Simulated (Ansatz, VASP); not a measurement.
One calculation of AlInC4N4, two programs

```
CELL_PARAMETERS angstrom
5.92766 0.00000 0.00000
0.00000 5.92766 0.00000
0.00000 0.00000 5.92766
ATOMIC_POSITIONS crystal
Al 0.50000 0.50000 0.50000
In 0.00000 0.00000 0.00000
C 0.19490 0.19490 0.19490
C 0.19490 0.80510 0.80510
C 0.80510 0.19490 0.80510
C 0.80510 0.80510 0.19490
N 0.30885 0.30885 0.30885
N 0.30885 0.69115 0.69115
N 0.69115 0.30885 0.69115
N 0.69115 0.69115 0.30885
```

Alike in both runs: task single point; functional PBE; k mesh 4 × 4 × 4; occupations gaussian, width 0.1 eV; no spin polarisation.

```csv
,VASP,Ansatz
version,VASP 6.6.1,Ansatz 0.2.0
potentials or method,"VASP PAW PBE potentials, release 64 (Al, In_d, C_h, N_h), cutoff 910 eV","scalar-relativistic, plane waves, PAW"
valence electrons in the cell,52,52
```

Ansatz gave:

```
gap on the k mesh at the Fermi level (eV) : none
rms of the force components (eV/Å)        : 1.306
```

Q: What did VASP give for the same quantities?

A: gap on the k mesh at the Fermi level (eV): none; rms of the force components (eV/Å): 1.313.

Atom by atom the forces differ by 0.029 eV/Å (rms over components). A gap of «none» marks a metal or a gap that the smearing closes.

Noted on VASP's run: the cutoff is short for stress, so the pressure is rough.
